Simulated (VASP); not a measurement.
Input of a VASP 6.6.1 run:

The input INCAR:

```
PREC     = Accurate       # precision mode
ENCUT    = 600            # plane-wave cutoff, eV
EDIFF    = 1E-7           # SCF threshold, eV
ISMEAR   = -1             # smearing method
SIGMA    = 0.15           # smearing width, eV
LREAL    = F              # projectors in reciprocal space
LASPH    = T              # aspherical terms in the spheres
NELM     = 80             # most SCF steps
ALGO     = Fast           # electronic algorithm
ISIF     = 3              # what is computed and relaxed
LWAVE    = F              # write WAVECAR
LCHARG   = F              # write CHGCAR
IBRION   = 2              # ionic algorithm
NSW      = 80             # ionic steps
EDIFFG   = -0.001         # ionic threshold
```

Contents of KPOINTS:

```
Automatic mesh
0
Gamma
  18 18 10
```

The input POSCAR:

```
Ni2H
1.0
    2.4861727324      0.0000000000      0.0000000000
   -1.2430863662      2.1530887445      0.0000000000
    0.0000000000      0.0000000000      4.1183751139
Ni H
2 1
Direct
    0.6666666667      0.3333333333      0.7684431609
    0.3333333333      0.6666666667      0.2875568391
    0.0000000000      0.0000000000      0.0280000000
```

Potentials or basis: VASP PAW LDA potentials, release 64 (Ni, H).

Run with:

```bash
$ cat potpaw_LDA.64/Ni/POTCAR potpaw_LDA.64/H/POTCAR > POTCAR
$ mpirun -np 1 vasp_std > vasp.out
```

Question: Estimate the relaxed cell.

Answer: a = 2.492 Å, b = 2.492 Å, c = 4.116 Å, α = 90.00°, β = 90.00°, γ = 120.00°.

Question: What does it give for the band gap on the k mesh?

Answer: Zero (an odd number of electrons rules out a gap without spin polarisation).

Question: Predict the space group after relaxing (to 0.1 Å).

Answer: P-3m1 (No. 164).

Final structure:
```xyz
3
Lattice="2.4918 0.0000 0.0000 -1.2459 2.1580 0.0000 0.0000 0.0000 4.1165" Properties=species:S:1:pos:R:3 pbc="T T T"
Ni    1.2459    0.7193    3.1628
Ni    0.0000    1.4386    1.1842
H     0.0000    0.0000    0.1153
```

Spin polarisation is off, so any magnetic state and its effect on volume and gap are missing.
